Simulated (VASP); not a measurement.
Write the native input for VASP 6.6.1 that does the following.

* Task: single point
* Functional: PBE
* Potentials or basis: VASP PAW PBE potentials, release 64 (Sb)
* Cutoff: 520 eV
* k mesh: 10 × 10 × 10
* Occupations: gaussian, width 0.016 eV
* Spin: no spin polarisation
* Dipole correction: no
* Further INCAR settings: ALGO = Normal; EDIFF = 1e-07; NBANDS = 8

The structure of Sb lies in POSCAR:

```
Sb
1.0
    0.0000000000      2.3712425216      2.3712425216
    2.3712425216      0.0000000000      2.3712425216
    2.3712425216      2.3712425216      0.0000000000
Sb
1
Direct
    0.0000000000      0.0000000000      0.0000000000
```

These files were run (other wordings do the same):

INCAR

```
SYSTEM = Sb
PREC     = Accurate       ! precision mode
ENCUT    = 520            ! plane-wave cutoff, eV
EDIFF    = 1E-7           ! SCF threshold, eV
ISMEAR   = 0              ! smearing method
SIGMA    = 0.016          ! smearing width, eV
LREAL    = .FALSE.        ! projectors in reciprocal space
LASPH    = .TRUE.         ! aspherical terms in the spheres
NELM     = 80             ! most SCF steps
ALGO     = Normal         ! electronic algorithm
ISIF     = 2              ! what is computed and relaxed
LWAVE    = .FALSE.        ! write WAVECAR
LCHARG   = .FALSE.        ! write CHGCAR
GGA      = PE             ! functional
NBANDS   = 8              ! bands
```

KPOINTS

```
regular mesh
0
G
  10 10 10
  0 0 0
```

Potentials or basis: VASP PAW PBE potentials, release 64 (Sb).

The run is started by

```console
$ cat potpaw_PBE.64/Sb/POTCAR > POTCAR
$ mpirun -np 1 vasp_std > vasp.out
```

Results of the run:

| Item | Value |
| --- | --- |
| Pressure | 1.8 GPa |

Run time: 6.1 s on 1 thread of AMD EPYC 9R45 96-Core Processor (Zen 5), on a shared host, peak memory 0.12 GiB.
